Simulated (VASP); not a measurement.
Crystal: MgO.

```
Mg O
1.0
     2.95807    0.00000    0.00000
    -1.47903    2.56176    0.00000
     0.00000    0.00000    5.15670
Mg O
2 2
Direct
  0.00000 0.00000 0.00000
  0.00000 0.00000 0.50000
  0.33333 0.66667 0.25000
  0.66667 0.33333 0.75000
```

```yaml
Program: VASP 6.6.1
Task: relaxation of cell and atoms
Functional: r2SCAN
Potentials_or_basis: VASP PAW PBE potentials, release 64 (Mg, O)
Cutoff: 600 eV
k_mesh: 12 × 12 × 4
Occupations: fermi-dirac, width 0.02 eV
Spin: no spin polarisation
```

At the start: pressure -6.7 GPa; volume 9.77 Å³/atom.

Problem. How do energy, volume and symmetry change on relaxing?

Solution. Over 7 steps the energy falls by 9.3 meV/atom and the volume is 9.34 Å³/atom (-4.4 %); space group P6_3/mmc (No. 194, to 0.1 Å) before and after.

Step by step:
| step | energy change (eV) | largest force (eV/Å) | pressure (GPa) | volume (Å³) |
| --- | --- | --- | --- | --- |
| 1 | 0.0000 | 0.0000 | -6.69 | 39.08 |
| 2 | -0.0323 | 0.0000 | 2.61 | 36.81 |
| 3 | -0.0371 | 0.0000 | 0.00 | 37.38 |
| 4 | -0.0370 | 0.0000 | -0.15 | 37.41 |
| 5 | -0.0371 | 0.0000 | -0.12 | 37.40 |
| 6 | -0.0371 | 0.0000 | -0.12 | 37.41 |
| 7 | -0.0371 | 0.0000 | 0.04 | 37.37 |

Final structure:
```
Mg O
1.0
     2.91502    0.00000    0.00000
    -1.45751    2.52448    0.00000
     0.00000    0.00000    5.07814
Mg O
2 2
Direct
  0.00000 0.00000 0.00000
  0.00000 0.00000 0.50000
  0.33333 0.66667 0.25000
  0.66667 0.33333 0.75000
```

Caveat: the PAW data sets were made with another functional, which shifts forces and pressure a little.
